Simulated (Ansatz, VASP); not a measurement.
## MgBe2SO2 in VASP and in Ansatz

```
CELL_PARAMETERS angstrom
3.35115 0.00000 0.00000
0.00000 3.35115 0.00000
0.00000 0.00000 8.81312
ATOMIC_POSITIONS crystal
Mg 0.00000 0.00000 0.00000
Be 0.50000 0.50000 0.00000
Be 0.00000 0.00000 0.50000
S 0.50000 0.50000 0.50000
O 0.50000 0.00000 0.92058
O 0.00000 0.50000 0.07942
```

Change from the starting cell: species swapped into the Li2MgCdP2 type (P-4m2, No. 115).

Alike in both runs: task relaxation of cell and atoms; functional PBE; k mesh 6 × 6 × 2; occupations gaussian, width 0.1 eV; no spin polarisation.

```csv
,VASP,Ansatz
version,VASP 6.6.1,Ansatz 0.2.0
potentials or method,"VASP PAW PBE potentials, release 64 (Mg, Be, S, O), cutoff 600 eV","scalar-relativistic, plane waves, PAW"
valence electrons in the cell,24,32
```

Ansatz gave:

| Item | Value |
| --- | --- |
| gap on the k mesh at the Fermi level, each at its own relaxed structure (eV) | 0.26 |
| relaxed volume (Å³/atom) | 16.50 |
| relaxed cell length with the largest relative difference (Å) | 3.351 |

Q: Which values does VASP return?

A: gap on the k mesh at the Fermi level, each at its own relaxed structure (eV): 0.27; relaxed volume (Å³/atom): 16.50; relaxed cell length with the largest relative difference (Å): 3.351.

VASP's potentials hold 24 valence electrons a cell and Ansatz's 32, so a difference there can come from the potentials and not from the codes.

Noted on VASP's run: the relaxation stopped at its first step, so nothing moved.
